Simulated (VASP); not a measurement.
# ZnSn2N2 (P-4m2) in VASP: further runs, part 2 of 2

VASP 6.6.1. Earlier steps stand in the parts before.

**3. Single point, PBEsol**

This run uses another cell than the first one, of 17.01 Å³/atom, 1.023 times its volume.

INCAR reads:

```
PREC     = Accurate       # precision mode
ENCUT    = 520            # plane-wave cutoff, eV
EDIFF    = 1E-6           # SCF threshold, eV
ISMEAR   = -1             # smearing method
SIGMA    = 0.05           # smearing width, eV
LREAL    = F              # projectors in reciprocal space
LASPH    = T              # aspherical terms in the spheres
NELM     = 100            # most SCF steps
ALGO     = Normal         # electronic algorithm
ISIF     = 2              # what is computed and relaxed
LWAVE    = F              # write WAVECAR
LCHARG   = T              # write CHGCAR
GGA      = PS             # functional
LELF     = T              # ELF
LVHAR    = T            
NBANDS   = 33             # bands
```

KPOINTS reads:

```
regular mesh
0
Gamma
  8 8 4
```

POSCAR reads:

```
ZnSn2N2
1.0
    3.3020856639      0.0000000000      0.0000000000
    0.0000000000      3.3020856639      0.0000000000
    0.0000000000      0.0000000000      7.7981164622
Sn Zn N
2 1 2
Direct
    0.5000000000      0.5000000000      0.3116333985
    0.5000000000      0.5000000000      0.6883666015
    0.0000000000      0.0000000000      0.0000000000
    0.0000000000      0.5000000000      0.8523637470
    0.5000000000      0.0000000000      0.1476362530
```

Potentials or basis: VASP PAW PBE potentials, release 64 (Sn_d, Zn, N).

Run with:

```bash
$ cat potpaw_PBE.64/Sn_d/POTCAR potpaw_PBE.64/Zn/POTCAR potpaw_PBE.64/N/POTCAR > POTCAR
$ mpirun -np 1 vasp_std > vasp.out
```

OUTCAR:

```text
PREC = Accurate
   ENCUT = 520
   EDIFF = 1E-6
   ISMEAR = -1
   LREAL = F
   LASPH = T
   NELM = 100
   ISIF = 2
   GGA = PS

 ion  position               nearest neighbor table
   1  0.500  0.500  0.312-   5 2.09   5 2.09   2 2.94   3 3.37   3 3.37   3 3.37   3 3.37
   2  0.500  0.500  0.688-   4 2.09   4 2.09   1 2.94   3 3.37   3 3.37   3 3.37   3 3.37
   3  0.000  0.000  0.000-   4 2.01   5 2.01   4 2.01   5 2.01   1 3.37   2 3.37   1 3.37   1 3.37
                             2 3.37   2 3.37   1 3.37   2 3.37
   4  0.000  0.500  0.852-   3 2.01   3 2.01   2 2.09   2 2.09
   5  0.500  0.000  0.148-   3 2.01   3 2.01   1 2.09   1 2.09

  LATTYP: Found a simple tetragonal cell.
 ALAT       =     3.3020856639
 C/A-ratio  =     2.3615730347

  Lattice vectors:

 A1 = (   3.3020856639,   0.0000000000,   0.0000000000)
 A2 = (   0.0000000000,   3.3020856639,   0.0000000000)
 A3 = (   0.0000000000,   0.0000000000,   7.7981164622)

Analysis of symmetry for initial positions (statically):
=====================================================================
 Subroutine PRICEL returns:
[... 180 lines left out ...]
 cond. band min:       5.9850866260   @ k =   0.2500   0.2500   0.2500
 fundamental gap:      0.0248412110
 Fermi energy:         5.9613471795

 k-point     1 :       0.0000    0.0000    0.0000
  band No.  band energies     occupation
      1     -15.5080      2.00000
      2     -15.4997      2.00000
      3     -15.4048      2.00000
      4     -15.2973      2.00000
      5     -15.2973      2.00000
      6     -15.1952      2.00000
[... 853 lines left out ...]
     32      13.6159      0.00000
     33      14.0693      0.00000

 [... further k-points ...]

------------------------ aborting loop because EDIFF is reached ----------------------------------------

  FORCE on cell =-STRESS in cart. coord.  units (eV):
  Direction    XX          YY          ZZ          XY          YZ          ZX
  --------------------------------------------------------------------------------------
  -------------------------------------------------------------------------------------
  Total        0.1092282      0.1092282      0.1066627      0.0000000      0.0000000     -0.0000000
  in kB        2.0581589      2.0581589      2.0098181      0.0000000      0.0000000     -0.0000000
  external PRESSURE =       2.0420453 kB  Pullay stress =       0.0000000 kB

 VOLUME and BASIS-vectors are now :
 -----------------------------------------------------------------------------
  energy-cutoff  :      520.00
  volume of cell :       85.03
      direct lattice vectors                 reciprocal lattice vectors
     3.302085664  0.000000000  0.000000000     0.302838903  0.000000000  0.000000000
     0.000000000  3.302085664  0.000000000     0.000000000  0.302838903  0.000000000
     0.000000000  0.000000000  7.798116462     0.000000000  0.000000000  0.128236095

 POSITION                                       TOTAL-FORCE (eV/Angst)
 -----------------------------------------------------------------------------------
      1.65104      1.65104      2.43015         0.000000      0.000000      0.011296
      1.65104      1.65104      5.36796        -0.000000     -0.000000     -0.011296
      0.00000      0.00000      0.00000        -0.000000     -0.000000      0.000000
      0.00000      1.65104      6.64683        -0.000000     -0.000000     -0.030638
      1.65104      0.00000      1.15128        -0.000000     -0.000000      0.030638
 -----------------------------------------------------------------------------------
    total drift:                                0.000000      0.000000      0.000000

  FREE ENERGIE OF THE ION-ELECTRON SYSTEM (eV)
  ---------------------------------------------------
  free  energy   TOTEN  =       -26.3868819682 eV

  energy  without entropy=      -26.3739403345  energy(sigma->0) =      -26.38041115
```

stdout:

```text
POSCAR found type information on POSCAR SnZnN
 POSCAR found :  3 types and       5 ions
 scaLAPACK will be used
 -----------------------------------------------------------------------------
|                                                                             |
|                                                                             |
|     You enforced a specific xc type in the INCAR file but a different       |
|     I HOPE YOU KNOW WHAT YOU ARE DOING!                                     |
|                                                                             |
 -----------------------------------------------------------------------------

 LDA part: xc-table for (Slater+PW92), standard interpolation
 POSCAR, INCAR and KPOINTS ok, starting setup
 FFT: planning ... GRIDC
 FFT: planning ... GRID_SOFT
 FFT: planning ... GRID
 WAVECAR not read
 entering main loop
```

Run time: 3 min. Hardware: 1 thread of Oxide Virtual Turin-like, shared host; peak memory 0.25 GiB.

What came out:

* Free energy: -26.3869 eV
* Pressure: 0.2 GPa
* Largest force: 0.031 eV/Å
* Band gap on the k mesh: zero (band 25 reaches 6.41 eV, above the bottom of band 26 at 4.58 eV)

Forces on the atoms (eV/Å):
```
Sn   0.000  0.000  0.011
Sn   0.000  0.000 -0.011
Zn   0.000  0.000  0.000
N    0.000  0.000 -0.031
N    0.000  0.000  0.031
```

Caveat: the PAW data sets were made with another functional, which shifts forces and pressure a little; spin-orbit coupling is left out, which moves the levels of the heavy elements.
